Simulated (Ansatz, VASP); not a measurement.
## Two plane-wave programs on As

Contents of INCAR:

```
SYSTEM = As
  PREC = Accurate
  ENCUT = 500
  EDIFF = 1E-6
  ISMEAR = 0
  SIGMA = 0.1
  LREAL = .FALSE.
  LASPH = .TRUE.
  NELM = 120
  ALGO = Normal
  ISIF = 2
  LWAVE = .FALSE.
  LCHARG = .FALSE.
  GGA = PE
  NBANDS = 8
  GGA_COMPAT = .FALSE.
```

KPOINTS

```
Automatic mesh
0
G
  8 8 8
  0 0 0
```

File POSCAR:

```
As
1.0
    0.0000000000      2.2533651102      2.2533651102
    2.2533651102      0.0000000000      2.2533651102
    2.2533651102      2.2533651102      0.0000000000
As
1
Direct
    0.0000000000      0.0000000000      0.0000000000
```

Input for Ansatz:

```yaml
crystal:
  lattice:
    - [0.0, 2.2533651102, 2.2533651102]
    - [2.2533651102, 0.0, 2.2533651102]
    - [2.2533651102, 2.2533651102, 0.0]
  atoms:
    - { symbol: As, position: [0.0, 0.0, 0.0] }
basis:
  ecutwfc: 420
kpoints:
  mp_grid: { grid: [8, 8, 8] }
hamiltonian:
  xc: pbe
scf:
  occupations: { method: gaussian, width: 0.1 }
output:
  forces: true
  stress: true
  eigenvalues: true
```

Alike in both runs: task single point; functional PBE; k mesh 8 × 8 × 8; occupations gaussian, width 0.1 eV; no spin polarisation.

```csv
,VASP,Ansatz
version,VASP 6.6.1,Ansatz 0.2.0
potentials or method,"VASP PAW PBE potentials, release 64 (As), cutoff 500 eV","scalar-relativistic, plane waves, PAW"
valence electrons in the cell,5,15
```

```csv
,VASP,Ansatz,Ansatz less VASP
gap on the k mesh at the Fermi level (eV),none,none,-
pressure (GPa),-9.6,-9.6,+0.02
```

A gap of «none» marks a metal or a gap that the smearing closes. With one functional, cell and mesh, what is left measures potentials, basis and numerics. VASP's potentials hold 5 valence electrons a cell and Ansatz's 15, so a difference there can come from the potentials and not from the codes.
